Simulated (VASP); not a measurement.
## Al2Ru: single point with LDA

Crystal: Al2Ru.

```xyz
6
Lattice="0.0000 3.9579 4.3512 2.3320 0.0000 4.3512 2.3320 3.9579 0.0000" Properties=species:S:1:pos:R:3 pbc="T T T"
Al    1.1660    0.6246    2.1756
Al    1.1660    3.3334    2.1756
Al    2.3320    1.3544    4.3512
Al    2.3320    6.5614    4.3512
Ru    3.4980    5.9369    6.5268
Ru    2.3320    3.9579    4.3512
```

| Item | Value |
| --- | --- |
| Program | VASP 6.6.1 |
| Task | single point |
| Functional | LDA |
| Potentials or basis | VASP PAW LDA potentials, release 64 (Al, Ru_pv) |
| Cutoff | 520 eV |
| k mesh | 10 × 10 × 10 |
| Occupations | gaussian, width 0.03 eV |
| Spin | no spin polarisation |

| Quantity | Value |
| --- | --- |
| Pressure | 0.5 GPa |
| Largest force | 0.005 eV/Å |
| Band gap on the k mesh | 0.08 eV, indirect (least direct gap 1.26 eV) |

Forces on the atoms (eV/Å):
```
Al   0.000  0.005  0.000
Al   0.000 -0.005  0.000
Al   0.000 -0.005  0.000
Al   0.000  0.005  0.000
Ru   0.000  0.000  0.000
Ru   0.000  0.000  0.000
```

Stress tensor (GPa, compression positive):
```
0.48 0.00 0.00
0.00 0.40 0.00
0.00 0.00 0.48
```

Levels at points of the mesh, in eV from the valence-band top:
```csv
k point,band 17,band 18,band 19,band 20,band 21,band 22,band 23,band 24
"(0.00, 0.00, 0.00)",-2.07,-1.29,-1.25,0.00,1.72,2.34,2.41,2.66
"(0.50, 0.00, 0.00)",-2.27,-2.17,-1.18,-0.91,0.34,0.73,1.88,3.32
"(0.50, 0.50, 0.00)",-1.65,-1.65,-1.36,-1.36,2.31,2.31,2.52,2.52
"(0.50, 0.00, 0.50)",-2.34,-2.34,-1.50,-1.50,1.80,1.80,2.48,2.48
"(0.00, 0.50, 0.50)",-2.61,-2.61,-1.31,-1.31,0.35,0.35,4.71,4.71
```

It took 7.7 min on 1 thread of Intel Xeon 6975P-C, on a shared host, peak memory 0.44 GiB.

A k mesh can miss the band edges.
